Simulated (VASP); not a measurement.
Here is a VASP 6.6.1 calculation.

INCAR

```
SYSTEM = Zn4Si3GeP8
  PREC = Accurate
  ENCUT = 550
  EDIFF = 1E-6
  ISMEAR = -1
  SIGMA = 0.05
  LREAL = Auto
  LASPH = .True.
  NELM = 120
  ALGO = Normal
  ISIF = 2
  LWAVE = .False.
  LCHARG = .False.
  GGA = PS
  NBANDS = 266
  ISYM = -1
  GGA_COMPAT = .False.
```

KPOINTS

```
explicit points
1
Reciprocal
  0.25000000   0.25000000   0.25000000 1
```

The input POSCAR:

```
Zn4Si3GeP8
1.0
   10.7405380000     -0.0000610000     -0.0000180000
   -0.0000610000     10.7405380000     -0.0000180000
   -0.0000180000     -0.0000180000     10.5110180000
Zn Ge Si P
16 4 12 32
Direct
    0.9975610000      0.0010900000      0.0004940000
    0.9978210000      0.5000770000      0.9980120000
    0.4963520000      0.0020990000      0.9980600000
    0.5020580000      0.4995520000      0.9981540000
    0.0020570000      0.2504610000      0.2488390000
    0.0038300000      0.7513950000      0.2518310000
    0.4974150000      0.2507570000      0.2487540000
    0.5001610000      0.7484860000      0.2513450000
    0.2483400000      0.9999380000      0.7542910000
    0.2510380000      0.4993900000      0.7473260000
    0.7509160000      0.0009470000      0.7499270000
    0.7493840000      0.5008420000      0.7477750000
    0.2501330000      0.2517210000      0.4971940000
    0.2500960000      0.7514960000      0.4991180000
    0.7497050000      0.2509620000      0.5029560000
    0.7512650000      0.7482280000      0.4991760000
    0.0057960000      0.9972780000      0.5005780000
    0.5025450000      0.4965510000      0.5013530000
    0.7497040000      0.4969920000      0.2493000000
    0.4991000000      0.2491160000      0.7456240000
    0.0017240000      0.4994390000      0.5008550000
    0.4988650000      0.0013300000      0.4966150000
    0.2496840000      0.9966800000      0.2501780000
    0.2488960000      0.4996880000      0.2517550000
    0.7480450000      0.0020160000      0.2551720000
    0.2499910000      0.2475140000      0.9991580000
    0.2525600000      0.7526750000      0.0001570000
    0.7476330000      0.2503070000      0.9975130000
    0.7496030000      0.7481860000      0.9957860000
    0.0000170000      0.2521430000      0.7486560000
    0.0000390000      0.7516470000      0.7521960000
    0.4988940000      0.7462770000      0.7450540000
    0.1307170000      0.1247820000      0.1243190000
    0.1344450000      0.6256960000      0.1265570000
    0.6289210000      0.1237280000      0.1200990000
    0.6311710000      0.6259010000      0.1266650000
    0.1232560000      0.1229540000      0.6285330000
    0.1247810000      0.6280140000      0.6234870000
    0.6231190000      0.1234140000      0.6249320000
    0.6215090000      0.6207830000      0.6232340000
    0.3706870000      0.3762650000      0.1278410000
    0.3641030000      0.8764310000      0.1239610000
    0.8697810000      0.3763260000      0.1257060000
    0.8670070000      0.8748320000      0.1232460000
    0.3744030000      0.1206650000      0.3733530000
    0.3750960000      0.6183860000      0.3733400000
    0.8756110000      0.1195310000      0.3813840000
    0.8725330000      0.6191860000      0.3757830000
    0.1254420000      0.3828180000      0.3753930000
    0.1260960000      0.8839170000      0.3714790000
    0.6248970000      0.3776160000      0.3740480000
    0.6252680000      0.8808720000      0.3753810000
    0.1255660000      0.3672780000      0.8763810000
    0.1243880000      0.8734550000      0.8768380000
    0.6264890000      0.3664160000      0.8759050000
    0.6272630000      0.8722130000      0.8742750000
    0.3824720000      0.3760790000      0.6233420000
    0.3803020000      0.8747100000      0.6249950000
    0.8786320000      0.3793670000      0.6248230000
    0.8799950000      0.8741360000      0.6257510000
    0.3771790000      0.1279670000      0.8770830000
    0.3752240000      0.6309700000      0.8731460000
    0.8729000000      0.1355230000      0.8751750000
    0.8770070000      0.6305530000      0.8743080000
```

Potentials or basis: VASP PAW PBE potentials, release 64 (Zn, Ge_d, Si, P).

Command:

```sh
$ cat potpaw_PBE.64/Zn/POTCAR potpaw_PBE.64/Ge_d/POTCAR potpaw_PBE.64/Si/POTCAR potpaw_PBE.64/P/POTCAR > POTCAR
$ mpirun -np 1 vasp_std > vasp.out
```

Q: Estimate the pressure.

A: 0.3 GPa.

Q: Predict the band gap on the k mesh.

A: 1.73 eV.

Q: Estimate the largest force.

A: 1.253 eV/Å.

Stress tensor (GPa, compression positive):
```
 0.24 -0.98 -1.09
-0.98  0.31 -1.01
-1.09 -1.01  0.28
```

Caveat: the PAW data sets were made with another functional, which shifts forces and pressure a little; a shifted mesh leaves out Γ, where band edges can lie. A k mesh can miss the band edges.
